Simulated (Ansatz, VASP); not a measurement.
**One calculation of B, two programs**

```
B
1.0
     0.85598   -1.48262    0.00000
     0.85598    1.48262    0.00000
     0.00000    0.00000    4.02073
B
1
Direct
  0.50000 0.50000 0.50000
```

Alike in both runs: functional PBE; k mesh 36 × 36 × 14; occupations gaussian, width 0.1 eV; no spin polarisation.

Ansatz relaxed the structure, and its values are those at the end. VASP's run is a single point on that final structure, the one shown.

```csv
,VASP,Ansatz
version,VASP 6.6.1,Ansatz 0.2.0
potentials or method,"VASP PAW PBE potentials, release 64 (B), cutoff 520 eV","scalar-relativistic, plane waves, PAW"
valence electrons in the cell,3,3
```

VASP gave:

```
gap on the k mesh at the Fermi level (eV) : none
pressure (GPa)                            : -0.1
```

Which values does Ansatz return?

gap on the k mesh at the Fermi level (eV): none; pressure (GPa): 0.0.

A gap of «none» marks a metal or a gap that the smearing closes. Ansatz's warnings: near symmetry operations not taken.
